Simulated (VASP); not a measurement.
Here is a VASP 6.6.1 calculation.

File INCAR:

```
SYSTEM = Pb
  PREC = Accurate
  ENCUT = 600
  EDIFF = 1E-6
  ISMEAR = -1
  SIGMA = 0.1
  LREAL = .FALSE.
  LASPH = .TRUE.
  NELM = 80
  ALGO = Normal
  ISIF = 3
  LWAVE = .FALSE.
  LCHARG = .FALSE.
  IBRION = 2
  NSW = 80
  EDIFFG = -0.01
```

Contents of KPOINTS:

```
regular mesh
0
G
  10 10 3
  0 0 0
```

File POSCAR:

```
Pb
1.0
    3.5005272341      0.0000000000      0.0000000000
   -1.7502636171      3.0315455114      0.0000000000
    0.0000000000      0.0000000000     11.4327219467
Pb
4
Direct
    0.0000000000      0.0000000000      0.0000000000
    0.0000000000      0.0000000000      0.5000000000
    0.3333333333      0.6666666667      0.2500000000
    0.6666666667      0.3333333333      0.7500000000
```

Potentials or basis: VASP PAW LDA potentials, release 64 (Pb_d).

Command:

```console
$ cat potpaw_LDA.64/Pb_d/POTCAR > POTCAR
$ mpirun -np 1 vasp_std > vasp.out
```

Question: Predict the relaxed volume.

Answer: 29.02 Å³/atom.

Question: What does it give for the band gap on the k mesh?

Answer: Zero (bands 28 and 29 overlap by 7.38 eV).

Question: What does it give for the relaxed cell?

Answer: a = 3.455 Å, b = 3.455 Å, c = 11.229 Å, α = 90.00°, β = 90.00°, γ = 120.00°.

Final structure:
```xyz
4
Lattice="3.4547 0.0000 0.0000 -1.7274 2.9919 0.0000 0.0000 0.0000 11.2294" Properties=species:S:1:pos:R:3 pbc="T T T"
Pb    0.0000    0.0000    0.0000
Pb    0.0000    0.0000    5.6147
Pb    0.0000    1.9946    2.8073
Pb    1.7274    0.9973    8.4220
```

Caveat: spin-orbit coupling is left out, which moves the levels of the heavy elements.
